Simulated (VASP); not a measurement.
In2O:

```xyz
6
Lattice="3.1920 0.0000 0.0000 -1.5960 2.7643 0.0000 0.0000 0.0000 11.0240" Properties=species:S:1:pos:R:3 pbc="T T T"
In    0.0000    1.8429    6.7064
In    1.5960    0.9214    1.1944
In    1.5960    0.9214    4.3175
In    0.0000    1.8429    9.8295
O     0.0000    1.8429    2.7560
O     1.5960    0.9214    8.2680
```

The cell was built from a structure type or drawn by symmetry, and may not be a known phase.

```yaml
Program: VASP 6.6.1
Task: relaxation of cell and atoms
Functional: PBE
Potentials_or_basis: VASP PAW PBE potentials, release 64 (In_d, O_h)
Cutoff: 910 eV
k_mesh: 6 × 6 × 2
Occupations: gaussian, width 0.1 eV
Spin: no spin polarisation
```

At the start: pressure 14.3 GPa; volume 16.21 Å³/atom.

How do energy, volume and symmetry change on relaxing?

Over 25 steps the energy falls by 158.0 meV/atom and the volume is 20.14 Å³/atom (+24.2 %); space group P6_3/mmc (No. 194, to 0.1 Å) before and after.

The path:
```csv
step,energy change (eV),largest force (eV/Å),pressure (GPa),volume (Å³)
1,0.0000,0.5711,14.30,97.27
2,-0.5976,0.8602,-3.53,119.09
3,-0.6530,0.7768,-0.50,113.31
4,-0.7340,0.2359,0.14,113.97
5,-0.7405,0.0351,0.48,114.21
6,-0.7465,0.0638,-0.01,115.25
7,-0.7504,0.1331,-0.57,116.62
8,-0.7522,0.3082,-1.61,119.36
9,-0.7535,0.3141,-1.64,119.50
10,-0.7577,0.3308,-1.71,119.91
11,-0.7667,0.3841,-1.81,120.72
12,-0.7925,0.4729,-2.18,122.33
13,-0.8262,0.4571,-3.04,125.52
14,-0.8475,0.4001,-2.85,125.54
15,-0.8992,0.2405,-2.28,125.55
16,-0.9205,0.1863,-0.98,125.39
17,-0.9272,0.0182,-1.48,125.48
18,-0.9345,0.0333,-1.12,124.55
19,-0.9428,0.0762,-0.24,122.40
20,-0.9431,0.0874,-0.03,121.91
21,-0.9455,0.0449,-0.10,121.70
22,-0.9476,0.0717,-0.24,121.09
23,-0.9477,0.0429,-0.25,121.24
24,-0.9477,0.0476,-0.25,121.22
25,-0.9483,0.0302,-0.05,120.82
```

Final structure:
```
In O
1.0
     3.26350    0.00000    0.00000
    -1.63175    2.82628    0.00000
     0.00000    0.00000   13.09938
In O
4 2
Cartesian
  0.0000 1.8842 8.2351
  1.6318 0.9421 1.6854
  1.6318 0.9421 4.8643
  0.0000 1.8842 11.4140
  0.0000 1.8842 3.2748
  1.6318 0.9421 9.8245
```

Caveat: the k points lie up to 0.37 Å⁻¹ apart in the final cell; the cutoff is under 1.25 times the usual one of these potentials, so pressure, stress and relaxed cells hold a basis-set (Pulay) error; the volume moved by over 15 % at a fixed basis, so the end points are rough.
